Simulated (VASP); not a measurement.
Input of a VASP 6.6.1 run:

File INCAR:

```
ALGO = Normal
EDIFF = 1E-6
ENCUT = 520
GGA = PE
ISIF = 2
ISMEAR = -1
LASPH = T
LCHARG = F
LREAL = F
LWAVE = F
NBANDS = 18
NELM = 80
PREC = Accurate
SIGMA = 0.05
```

KPOINTS

```
k-points
0
Gamma
  8 8 8
```

The input POSCAR:

```
ZnAu
1.0
    3.1044677592      0.0000000000      0.0000000000
    0.0000000000      3.1044677592      0.0000000000
    0.0000000000      0.0000000000      3.1044677592
Au Zn
1 1
Direct
    0.0000000000      0.0000000000      0.0000000000
    0.5000000000      0.5000000000      0.5000000000
```

Potentials or basis: VASP PAW PBE potentials, release 64 (Au, Zn).

The run is started by

```sh
$ cat potpaw_PBE.64/Au/POTCAR potpaw_PBE.64/Zn/POTCAR > POTCAR
$ mpirun -np 1 vasp_std > vasp.out
```

**Question.** What does it give for the pressure?

**Answer.** 11.8 GPa.
